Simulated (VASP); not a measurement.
Set up this calculation in VASP 6.6.1, as the native input.

| Property | Result |
| --- | --- |
| Task | single point |
| Functional | PBE |
| Dispersion | D3(BJ) |
| Potentials or basis | VASP PAW PBE potentials, release 64 (Na_pv, C, N, H) |
| Cutoff | 520 eV |
| k mesh | 3 × 3 × 1 |
| Occupations | gaussian, width 0.1 eV |
| Spin | no spin polarisation |
| Dipole correction | yes |
| Further INCAR settings | LREAL = Auto; ALGO = Normal; EDIFF = 1e-07; NBANDS = 64 |

The structure of Na12H5CN lies in POSCAR:

```
Na12H5CN
1.0
    7.0632143068      0.0000000000      0.0000000000
   -2.3544047689      6.6592623111      0.0000000000
    0.0000000000      0.0000000000     25.2898903319
Na C N H
12 1 1 5
Direct
    0.2500000000      0.2500000000      0.3163319372
    0.2500000000      0.7500000000      0.3163319372
    0.7500000000      0.2500000000      0.3163319372
    0.7500000000      0.7500000000      0.3163319372
    0.4949494235      0.5041868863      0.4324249093
    0.4990143839      0.0058824254      0.4328248389
   -0.0068474619      0.5002409960      0.4326083267
   -0.0025491559      0.0019554355      0.4325215224
    0.7406721479      0.7565652856      0.5484094321
    0.7450491673      0.2559889699      0.5504971484
    0.2401071792      0.7545267915      0.5469798377
    0.2450457054      0.2562065540      0.5485628334
    1.1768681559      0.6410438377      0.6847886684
    1.2502999179      0.8568742328      0.6739885948
    1.0385842301      0.6037155475      0.7083230407
    1.2888740972      0.6017257967      0.7083861086
    1.1427794465      0.5413596237      0.6494653192
    1.1493160628      0.9001084046      0.6522586422
    1.3826974578      0.8996864411      0.6533799884
```

These files were run (other wordings do the same):

INCAR

```
PREC = Accurate
ENCUT = 520
EDIFF = 1E-7
ISMEAR = 0
SIGMA = 0.1
LREAL = Auto
LASPH = T
NELM = 60
ALGO = Normal
ISIF = 2
LWAVE = F
LCHARG = T
LDIPOL = T
IDIPOL = 3
DIPOL = 0.5 0.5 0.522
GGA = PE
IVDW = 12
LELF = T
LVHAR = T
LVACPOTAV = T
NBANDS = 64
```

KPOINTS

```
Automatic mesh
0
Gamma
  3 3 1
```

Potentials or basis: VASP PAW PBE potentials, release 64 (Na_pv, C, N, H).

The run is started by

```bash
$ cat potpaw_PBE.64/Na_pv/POTCAR potpaw_PBE.64/C/POTCAR potpaw_PBE.64/N/POTCAR potpaw_PBE.64/H/POTCAR > POTCAR
$ mpirun -np 1 vasp_std > vasp.out
```

It gave:

- Largest force: 0.067 eV/Å
- Band gap on the k mesh: zero (bands 49 and 50 overlap by 0.44 eV)
- Dispersion energy per atom: -0.087 eV

Run time: 19 min on 1 thread of Intel(R) Xeon(R) Platinum 8259CL CPU @ 2.50GHz (Skylake/Cascade Lake), with other jobs on the host, peak memory 1.2 GiB.
